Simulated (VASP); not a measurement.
# In2O: single point with PBE

Crystal: In2O.

```
In O
1.0
    -2.32756    2.32756    3.74012
     2.32756   -2.32756    3.74012
     2.32756    2.32756   -3.74012
In O
2 1
Cartesian
  0.0000 0.0000 5.4196
  0.0000 0.0000 2.0606
  0.0000 0.0000 0.0000
```

```json
{"Program": "VASP 6.6.1", "Task": "single point", "Functional": "PBE", "Potentials or basis": "VASP PAW PBE potentials, release 64 (In_d, O)", "Cutoff": "520 eV", "k mesh": "14 × 14 × 14", "Occupations": "gaussian, width 0.1 eV", "Spin": "no spin polarisation"}
```

```json
{"Pressure": "0.0 GPa", "Largest force": "0.058 eV/Å", "Band gap on the k mesh": "zero (bands 16 and 17 overlap by 1.78 eV)"}
```

Forces in eV/Å, atoms in the order of the input:
```
In   0.000  0.000 -0.058
In   0.000  0.000  0.058
O    0.000  0.000  0.000
```

Stress tensor (GPa, compression positive):
```
-0.10  0.00  0.00
 0.00 -0.10  0.00
 0.00  0.00  0.33
```

Levels at points of the mesh, in eV from the Fermi level:
```tsv
k point	band 13	band 14	band 15	band 16	band 17	band 18	band 19	band 20
(0.00, 0.00, 0.00)	-4.55	-2.09	-2.09	1.39	1.39	1.66	4.15	6.04
(0.50, 0.00, 0.00)	-3.42	-3.23	-2.27	-1.29	2.60	2.79	2.92	4.10
(0.50, 0.50, 0.00)	-3.86	-3.59	-2.24	-0.73	0.20	0.45	3.66	5.18
(0.50, 0.50, 0.50)	-2.75	-2.75	-2.54	-0.87	1.87	1.87	3.41	4.32
```

Wall time 16 min on 1 thread of Intel Xeon 8259CL, on a shared host, peak memory 0.53 GiB.

Caveat: spin-orbit coupling is left out, which moves the levels of the heavy elements.
